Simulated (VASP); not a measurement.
The system is Zr3S2.

```
CELL_PARAMETERS angstrom
1.85568 1.07138 8.60204
-1.85568 1.07138 8.60204
0.00000 -2.14276 8.60204
ATOMIC_POSITIONS crystal
Zr 0.00000 0.00000 0.00000
Zr 0.20950 0.20950 0.20950
Zr 0.79050 0.79050 0.79050
S 0.40000 0.40000 0.40000
S 0.60000 0.60000 0.60000
```

```yaml
Program: VASP 6.6.1
Task: relaxation of cell and atoms
Functional: PBE
Potentials_or_basis: VASP PAW PBE potentials, release 64 (Zr_sv, S)
Cutoff: 600 eV
k_mesh: 6 × 6 × 6
Occupations: gaussian, width 0.1 eV
Spin: no spin polarisation
```

At the start: pressure -5.6 GPa; volume 20.52 Å³/atom.

Task: Where does the relaxation end?

Result: Over 10 steps the energy falls by 108.9 meV/atom and the volume is 19.42 Å³/atom (-5.4 %); space group R-3m (No. 166, to 0.1 Å) before and after.

The path:
```csv
step,energy change (eV),largest force (eV/Å),pressure (GPa),volume (Å³)
1,0.0000,1.5393,-5.62,102.61
2,-0.3060,1.0830,6.87,92.25
3,-0.3340,1.0892,3.60,94.38
4,-0.5029,0.4572,0.40,96.67
5,-0.5142,0.2529,-0.46,97.41
6,-0.5344,0.1052,0.30,96.84
7,-0.5374,0.1574,0.73,96.54
8,-0.5421,0.1181,-0.67,97.67
9,-0.5425,0.1267,-0.39,97.44
10,-0.5446,0.0088,0.10,97.10
```

Final structure:
```yaml
crystal:
  lattice:
    - [1.81233, 1.04635, 8.53436]
    - [-1.81233, 1.04635, 8.53436]
    - [0.00000, -2.09270, 8.53436]
  atoms:
    - { symbol: Zr, position: [0.00000, 0.00000, 0.00000] }
    - { symbol: Zr, position: [0.21553, 0.21553, 0.21553] }
    - { symbol: Zr, position: [0.78447, 0.78447, 0.78447] }
    - { symbol: S, position: [0.39390, 0.39390, 0.39390] }
    - { symbol: S, position: [0.60610, 0.60610, 0.60610] }
```
